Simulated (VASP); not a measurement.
# TiAl in VASP: a series of runs, part 2 of 2

VASP 6.6.1.

## Step 3: Single point, PBE

This run uses another cell than the first one, of 22.29 Å³/atom.

File INCAR:

```
PREC = Accurate
ENCUT = 520
EDIFF = 1E-6
ISMEAR = 0
SIGMA = 0.1
LREAL = False
LASPH = True
NELM = 80
ALGO = Fast
ISIF = 2
LWAVE = False
LCHARG = False
GGA = PE
NBANDS = 23
```

File KPOINTS:

```
regular mesh
0
Gamma
  14 14 8
```

File POSCAR:

```
TiAl
1.0
    3.5602857974      0.0000000000      0.0000000000
    0.0000000000      3.5602857974      0.0000000000
    0.0000000000      0.0000000000      7.0328352084
Ti Al
2 2
Direct
    0.0000000000      0.0000000000      0.3587976064
    0.0000000000      0.0000000000      0.6412023936
    0.5000000000      0.5000000000      0.0000000000
    0.0000000000      0.0000000000      0.0000000000
```

Potentials or basis: VASP PAW PBE potentials, release 64 (Ti_sv, Al).

The run is started by

```bash
cat potpaw_PBE.64/Ti_sv/POTCAR potpaw_PBE.64/Al/POTCAR > POTCAR
mpirun -np 1 vasp_std > vasp.out
```

OUTCAR:

```text
PREC = Accurate
   ENCUT = 520
   EDIFF = 1E-6
   ISMEAR = 0
   LREAL = False
   LASPH = True
   NELM = 80
   ISIF = 2
   GGA = PE

 ion  position               nearest neighbor table
   1  0.000  0.000  0.359-   2 1.99   4 2.52
   2  0.000  0.000  0.641-   1 1.99   4 2.52
   3  0.500  0.500  0.000-   4 2.52   4 2.52   4 2.52   4 2.52
   4  0.000  0.000  0.000-   3 2.52   3 2.52   3 2.52   3 2.52   1 2.52   2 2.52

  LATTYP: Found a simple tetragonal cell.
 ALAT       =     3.5602857974
 C/A-ratio  =     1.9753569260

  Lattice vectors:

 A1 = (   3.5602857974,   0.0000000000,   0.0000000000)
 A2 = (   0.0000000000,   3.5602857974,   0.0000000000)
 A3 = (   0.0000000000,   0.0000000000,   7.0328352084)

Analysis of symmetry for initial positions (statically):
=====================================================================
 Subroutine PRICEL returns:
 Original cell was already a primitive cell.

 Routine SETGRP: Setting up the symmetry group for a
 simple tetragonal supercell.

[... 169 lines left out ...]

  energy without entropy =      -18.91056369  energy(sigma->0) =      -18.91769932

 E-fermi :   5.2897     XC(G=0):  -9.4572

 val. band max:        5.2875360358   @ k =   0.2143   0.1429   0.2500
 cond. band min:       5.2907744450   @ k =   0.5000   0.2143   0.5000
 fundamental gap:      0.0032384092
 Fermi energy:         5.2897404322

 k-point     1 :       0.0000    0.0000    0.0000
  band No.  band energies     occupation
      1     -51.6128      2.00000
      2     -50.7632      2.00000
      3     -28.8676      2.00000
      4     -27.7936      2.00000
      5     -27.7936      2.00000
      6     -27.2917      2.00000
[... 613 lines left out ...]
     22       8.0649      0.00000
     23       8.1769      0.00000

 [... further k-points ...]

------------------------ aborting loop because EDIFF is reached ----------------------------------------

  FORCE on cell =-STRESS in cart. coord.  units (eV):
  Direction    XX          YY          ZZ          XY          YZ          ZX
  --------------------------------------------------------------------------------------
  -------------------------------------------------------------------------------------
  Total       -0.0734407     -0.0734407      0.8601119      0.0000000      0.0000000      0.0000000
  in kB       -1.3199192     -1.3199192     15.4584296      0.0000000      0.0000000      0.0000000
  external PRESSURE =       4.2728637 kB  Pullay stress =       0.0000000 kB

 VOLUME and BASIS-vectors are now :
 -----------------------------------------------------------------------------
  energy-cutoff  :      520.00
  volume of cell :       89.15
      direct lattice vectors                 reciprocal lattice vectors
     3.560285797  0.000000000  0.000000000     0.280876328  0.000000000  0.000000000
     0.000000000  3.560285797  0.000000000     0.000000000  0.280876328  0.000000000
     0.000000000  0.000000000  7.032835208     0.000000000  0.000000000  0.142190165

 POSITION                                       TOTAL-FORCE (eV/Angst)
 -----------------------------------------------------------------------------------
      0.00000      0.00000      2.52336         0.000000      0.000000     -0.496534
      0.00000      0.00000      4.50947         0.000000      0.000000      0.496534
      1.78014      1.78014      0.00000         0.000000      0.000000      0.000000
      0.00000      0.00000      0.00000         0.000000      0.000000      0.000000
 -----------------------------------------------------------------------------------
    total drift:                                0.000000     -0.000000      0.000000

  FREE ENERGIE OF THE ION-ELECTRON SYSTEM (eV)
  ---------------------------------------------------
  free  energy   TOTEN  =       -18.9248349447 eV

  energy  without entropy=      -18.9105636879  energy(sigma->0) =      -18.91769932
```

stdout:

```text
POSCAR found type information on POSCAR TiAl
 POSCAR found :  2 types and       4 ions
 scaLAPACK will be used
 LDA part: xc-table for (Slater+PW92), standard interpolation
 POSCAR, INCAR and KPOINTS ok, starting setup
 FFT: planning ... GRIDC
 FFT: planning ... GRID_SOFT
 FFT: planning ... GRID
 WAVECAR not read
 entering main loop
WARNING in EDDRMM: call to ZHEGV failed, returncode =   8  4      9
WARNING in EDDRMM: call to ZHEGV failed, returncode =   6  3     14
WARNING in EDDRMM: call to ZHEGV failed, returncode =   6  3     13
WARNING in EDDRMM: call to ZHEGV failed, returncode =   8  4     16
WARNING in EDDRMM: call to ZHEGV failed, returncode =   6  3     17
WARNING in EDDRMM: call to ZHEGV failed, returncode =   6  3     22
WARNING in EDDRMM: call to ZHEGV failed, returncode =   8  4     21
WARNING in EDDRMM: call to ZHEGV failed, returncode =   8  4     11
WARNING in EDDRMM: call to ZHEGV failed, returncode =   8  4     21
WARNING in EDDRMM: call to ZHEGV failed, returncode =   8  4      8
WARNING in EDDRMM: call to ZHEGV failed, returncode =   6  3     17
WARNING in EDDRMM: call to ZHEGV failed, returncode =   8  4     23
WARNING in EDDRMM: call to ZHEGV failed, returncode =   6  3     14
```

It took 22 min on 1 thread of Intel Xeon 8259CL, shared host; peak memory 0.44 GiB.

What came out:

```yaml
Free_energy: -18.9248 eV
Pressure: 0.4 GPa
Largest_force: 0.497 eV/Å
Band_gap_on_the_k_mesh: zero (bands 15 and 16 overlap by 1.50 eV)
```

Forces on the atoms (eV/Å):
```
Ti   0.000  0.000 -0.497
Ti   0.000  0.000  0.497
Al   0.000  0.000  0.000
Al   0.000  0.000  0.000
```

Caveat: atoms lie so close that the PAW spheres overlap strongly, which falsifies energies and pressures.

The gap in the log of VASP goes by the Fermi energy; the results here count the filled bands.